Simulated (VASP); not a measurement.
ZrS2, 3 atoms in the cell. The structure is trigonal, space group P-3m1 (No. 164). The conventional cell has a = 3.601 Å, b = 3.601 Å, c = 5.915 Å, α = 90.00°, β = 90.00°, γ = 120.00°. Zr (site symmetry -3m) has 6 S at 2.55 Å within 3.4 Å. Within 3.4 Å of S (site symmetry 3m) lie 3 Zr at 2.55 Å.  This cell differs from its parent crystal: epitaxial xy strain -2.0%.

```yaml
Program: VASP 6.6.1
Task: single point
Functional: PBE
Potentials_or_basis: VASP PAW PBE potentials, release 64 (Zr_sv, S)
Cutoff: 500 eV
k_mesh: 12 × 12 × 4
Occupations: fermi-dirac, width 0.02 eV
Spin: no spin polarisation
Dipole_correction: no
Further_INCAR_settings: ALGO = Normal; EDIFF = 1e-06; NBANDS = 19
```

Potentials or basis: VASP PAW PBE potentials, release 64 (Zr_sv, S).

The run is started by

```console
$ cat potpaw_PBE.64/Zr_sv/POTCAR potpaw_PBE.64/S/POTCAR > POTCAR
$ mpirun -np 1 vasp_std > vasp.out
```

Hardware: 1 thread of AMD EPYC 7R13, with other jobs on the host.

**Question.** How long does it take, and how much memory?

**Answer.** Wall time 3.4 min on 1 thread of AMD EPYC 7R13 (shared host), peak memory 0.2 GiB. Counts: scf iterations 14, k points 69.
